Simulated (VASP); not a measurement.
# Pt in VASP: single point with PBEsol

Aim: the single point of Pt with PBEsol.

All numbers are computed with VASP 6.6.1; they aren't measurements. Logs are shortened: lines on timing, memory, paths and dates and some standing lists are left out, and cuts for length are marked.

## 1. The cell of the first run

The cell holds a slab with vacuum, 4 atoms: a = 2.770 Å, b = 3.918 Å, c = 21.097 Å, α = 90.00°, β = 90.00°, γ = 90.00°.

## 2. Single point, PBEsol

INCAR reads:

```
SYSTEM = Pt
PREC = Accurate
ENCUT = 400
EDIFF = 1E-6
ISMEAR = 0
SIGMA = 0.1
LREAL = .FALSE.
LASPH = .TRUE.
NELM = 120
ALGO = Normal
ISIF = 2
LWAVE = .FALSE.
LCHARG = .FALSE.
LDIPOL = .TRUE.
IDIPOL = 3
DIPOL = 0.5 0.5 0.289
GGA = PS
NBANDS = 28
GGA_COMPAT = .FALSE.
NELMDL = -8
```

KPOINTS reads:

```
Automatic mesh
0
G
  10 7 1
  0 0 0
```

POSCAR reads:

```
Pt
1.0
    2.7704032196      0.0000000000      0.0000000000
    0.0000000000      3.9179418064      0.0000000000
    0.0000000000      0.0000000000     21.0969749094
Pt
4
Direct
    0.5000000000      0.5000000000      0.1896006426
    0.0000000000      0.0000000000      0.2552594214
    0.5000000000      0.5000000000      0.3256256435
    0.0000000000      0.0000000000      0.3837979115
```

Potentials or basis: VASP PAW PBE potentials, release 64 (Pt).

On the command line:

```bash
cat potpaw_PBE.64/Pt/POTCAR > POTCAR
mpirun -np 1 vasp_std > vasp.out
```

OUTCAR:

```text
SYSTEM = Pt
   PREC = Accurate
   ENCUT = 400
   EDIFF = 1E-6
   ISMEAR = 0
   LREAL = .FALSE.
   LASPH = .TRUE.
   NELM = 120
   ISIF = 2
   GGA = PS
   NELMDL = -8

 ion  position               nearest neighbor table
   1  0.500  0.500  0.190-   2 2.77   2 2.77   2 2.77   2 2.77   3 2.87
   2  0.000  0.000  0.255-   4 2.71   1 2.77   1 2.77   1 2.77   1 2.77   3 2.82   3 2.82   3 2.82
                             3 2.82
   3  0.500  0.500  0.326-   4 2.69   4 2.69   4 2.69   4 2.69   2 2.82   2 2.82   2 2.82   2 2.82
                             1 2.87
   4  0.000  0.000  0.384-   3 2.69   3 2.69   3 2.69   3 2.69   2 2.71

  LATTYP: Found a simple orthorhombic cell.
 ALAT       =     2.7704032196
 B/A-ratio  =     1.4142135624
 C/A-ratio  =     7.6151279208

  Lattice vectors:

 A1 = (   2.7704032196,   0.0000000000,   0.0000000000)
 A2 = (   0.0000000000,   3.9179418064,   0.0000000000)
 A3 = (   0.0000000000,   0.0000000000,  21.0969749094)

Analysis of symmetry for initial positions (statically):
=====================================================================
 Subroutine PRICEL returns:
 Original cell was already a primitive cell.

 Routine SETGRP: Setting up the symmetry group for a
 simple orthorhombic supercell.

 Subroutine GETGRP returns: Found  4 space group operations
 (whereof  4 operations were pure point group operations)
 out of a pool of  8 trial point group operations.

The static configuration has the point symmetry C_2v.

Analysis of symmetry for dynamics (positions and initial velocities):
=====================================================================
 Subroutine PRICEL returns:
 Original cell was already a primitive cell.

 Routine SETGRP: Setting up the symmetry group for a
 simple orthorhombic supercell.

 Subroutine GETGRP returns: Found  4 space group operations
 (whereof  4 operations were pure point group operations)
 out of a pool of  8 trial point group operations.

The dynamic configuration has the point symmetry C_2v.

 Subroutine INISYM returns: Found  4 space group operations
 (whereof  4 operations are pure point group operations),
 and found     1 'primitive' translations

----------------------------------------------------------------------------------------

                                     Primitive cell

  volume of cell :     228.9924

  direct lattice vectors                    reciprocal lattice vectors
     2.770403220  0.000000000  0.000000000     0.360958287  0.000000000  0.000000000
     0.000000000  3.917941806  0.000000000     0.000000000  0.255236052  0.000000000
[... 96 lines left out ...]
   POTIM  = 0.5000    time-step for ionic-motion
   TEBEG  =    0.0;   TEEND  =   0.0 temperature during run
   PSTRESS=    0.0 pullay stress
   NELECT =      40.0000    total number of electrons
   NUPDOWN=      -1.0000    fix difference up-down
   EMIN   =  10.00;   EMAX   =-10.00  energy-range for DOS
   EFERMI =   0.00;   METHOD = LEGACY
   ISMEAR =     0;   SIGMA  =   0.10  broadening in eV -4-tet -1-fermi 0-gaus
   EFERMI_NEDOS =   21; number of points for ismear=-14 and -15
   IALGO  =     38    algorithm
   IMIX   =      4    mixing-type and parameters
     AMIX     =   0.40;   BMIX     =  1.00
     AMIX_MAG =   1.60;   BMIX_MAG =  1.00
  volume/ion in A,a.u.               =      57.25       386.33
  Fermi-wavevector in a.u.,A,eV,Ry     =   0.915141  1.729365 11.394636  0.837482
  Thomas-Fermi vector in A             =   2.039848
   LORBIT       =      0    0 simple, 1 ext, 2 COOP (PROOUT), +10 PAW based schemes
   GGA     = PS    functional components
   LHFCALC =     F    Hartree Fock is set to
   AEXX    =    0.0000 exact exchange contribution
   IVDW    =     0    specifies the selected vdW correction
   LEPSILON=     F    determine dielectric tensor
   LRPA    =     F    only Hartree local field effects (RPA)
 non-spin polarized calculation
 Gauss-broadening in eV      SIGMA  =   0.10
  energy-cutoff  :      400.00
  volume of cell :      228.99
 maximum number of plane-waves:      4199
   NGX =  9   NGY = 13   NGZ = 69

 dipolmoment           0.000000      0.000000      0.020973 electrons x Angstroem

 number of electron      40.0000001 magnetization

 dipolmoment           0.000000      0.000000     -0.007357 electrons x Angstroem

 Free energy of the ion-electron system (eV)
  ---------------------------------------------------
  ext. energy  EPLUGINS =         0.00000000
  ---------------------------------------------------
  free energy    TOTEN  =       -24.62392840 eV

  energy without entropy =      -24.58592973  energy(sigma->0) =      -24.60492907

 E-fermi :  -1.2068     XC(G=0):  -4.5507

 val. band max:       -1.2315029224   @ k =   0.3000   0.0000   0.0000
 cond. band min:      -1.2027064097   @ k =   0.4000   0.2857   0.0000
 fundamental gap:      0.0287965127
 Fermi energy:        -1.2067738386

 k-point     1 :       0.0000    0.0000    0.0000
  band No.  band energies     occupation
      1     -10.0795      2.00000
      2      -7.6324      2.00000
      3      -7.5448      2.00000
      4      -6.4450      2.00000
      5      -6.3258      2.00000
      6      -5.3122      2.00000
[... 733 lines left out ...]
     27       4.8815      0.00000
     28       5.0232      0.00000

------------------------ aborting loop because EDIFF is reached ----------------------------------------

 vacuum level on the upper side and lower side of the slab       (xc-potential included)        -0.284        -0.181

  FORCE on cell =-STRESS in cart. coord.  units (eV):
  Direction    XX          YY          ZZ          XY          YZ          ZX
  --------------------------------------------------------------------------------------
  -------------------------------------------------------------------------------------
  Total       -8.1447133     -5.9853611     -1.5605185      0.0000000      0.0000000      0.0000000
  in kB      -56.9856140    -41.8774078    -10.9183837      0.0000000      0.0000000      0.0000000
  external PRESSURE =     -36.5938018 kB  Pullay stress =       0.0000000 kB

 VOLUME and BASIS-vectors are now :
 -----------------------------------------------------------------------------
  energy-cutoff  :      400.00
  volume of cell :      228.99
      direct lattice vectors                 reciprocal lattice vectors
     2.770403220  0.000000000  0.000000000     0.360958287  0.000000000  0.000000000
     0.000000000  3.917941806  0.000000000     0.000000000  0.255236052  0.000000000
     0.000000000  0.000000000 21.096974909     0.000000000  0.000000000  0.047400161

 POSITION                                       TOTAL-FORCE (eV/Angst)
 -----------------------------------------------------------------------------------
      1.38520      1.95897      4.00000         0.000000      0.000000      1.038606
      0.00000      0.00000      5.38520         0.000000      0.000000     -1.005144
      1.38520      1.95897      6.86972         0.000000      0.000000     -0.012181
      0.00000      0.00000      8.09697         0.000000      0.000000     -0.021281
 -----------------------------------------------------------------------------------
    total drift:                                0.000000      0.000000     -0.000172

  FREE ENERGIE OF THE ION-ELECTRON SYSTEM (eV)
  ---------------------------------------------------
  free  energy   TOTEN  =       -24.6239284004 eV

  energy  without entropy=      -24.5859297348  energy(sigma->0) =      -24.60492907

 vacuum level on the upper side and lower side of the slab         4.053         4.169
```

stdout:

```text
POSCAR found type information on POSCAR Pt
 POSCAR found :  1 types and       4 ions
 scaLAPACK will be used
 -----------------------------------------------------------------------------
|                                                                             |
|                                                                             |
|     You enforced a specific xc type in the INCAR file but a different       |
|     I HOPE YOU KNOW WHAT YOU ARE DOING!                                     |
|                                                                             |
 -----------------------------------------------------------------------------

 LDA part: xc-table for (Slater+PW92), standard interpolation
 POSCAR, INCAR and KPOINTS ok, starting setup
 FFT: planning ... GRIDC
 FFT: planning ... GRID_SOFT
 FFT: planning ... GRID
 WAVECAR not read
 entering main loop
```

It took 2.7 min on 1 thread of Intel Xeon Platinum 8375C at 2.90GHz (Ice Lake), shared host; peak memory 0.29 GiB.

Results:

| Item | Value |
| --- | --- |
| Free energy | -24.6239 eV |
| Largest force | 1.039 eV/Å |
| Band gap on the k mesh | zero (band 20 reaches -0.89 eV, above the bottom of band 21 at -1.41 eV) |

Forces in eV/Å, atoms in the order of the input:
```
Pt   0.000  0.000  1.039
Pt   0.000  0.000 -1.005
Pt   0.000  0.000 -0.012
Pt   0.000  0.000 -0.021
```

Levels at points of the mesh, in eV from the Fermi level:
```tsv
k point	band 18	band 19	band 20	band 21	band 22	band 23
(0.00, 0.00, 0.00)	-0.64	-0.54	-0.24	-0.10	0.45	0.51
(0.50, 0.00, 0.00)	-0.14	0.15	0.31	2.20	2.25	2.53
```

Caveat: the PAW data sets were made with another functional, which shifts forces and pressure a little; spin-orbit coupling is left out, which moves the levels of the heavy elements.
